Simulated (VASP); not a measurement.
GaSb2: single point with PBEsol

GaSb2:

```
Ga Sb
1.0
    -3.63361    3.63361    2.74493
     3.63361   -3.63361    2.74493
     3.63361    3.63361   -2.74493
Ga Sb
2 4
Direct
  0.25000 0.25000 0.00000
  0.75000 0.75000 0.00000
  0.64049 0.14049 0.78099
  0.14049 0.35951 0.50000
  0.35951 0.85951 0.21901
  0.85951 0.64049 0.50000
```

* Program: VASP 6.6.1
* Task: single point
* Functional: PBEsol
* Potentials or basis: VASP PAW PBE potentials, release 64 (Ga_d, Sb)
* Cutoff: 520 eV
* k mesh: 6 × 6 × 6
* Occupations: gaussian, width 0.1 eV
* Spin: no spin polarisation

```json
{
  "Pressure": "0.0 GPa",
  "Band gap on the k mesh": "zero (band 23 reaches 9.07 eV, above the bottom of band 24 at 5.86 eV)"
}
```

Levels at points of the mesh, in eV from the Fermi level:
```tsv
k point	band 21	band 22	band 23	band 24	band 25	band 26
(0.00, 0.00, 0.00)	-3.24	-2.85	-2.85	-1.26	-0.33	1.50
(0.50, 0.00, 0.00)	-1.46	-1.46	0.58	0.58	1.61	1.61
(0.50, 0.50, 0.00)	-1.07	0.21	0.46	0.65	0.70	1.00
(0.50, 0.50, 0.50)	-0.94	-0.19	-0.19	0.14	1.52	1.52
```

Run time: 100 s on 1 thread of Intel(R) Xeon(R) Platinum 8488C (Sapphire Rapids), with other jobs on the host, peak memory 0.38 GiB.

Caveat: the PAW data sets were made with another functional, which shifts forces and pressure a little; spin-orbit coupling is left out, which moves the levels of the heavy elements.
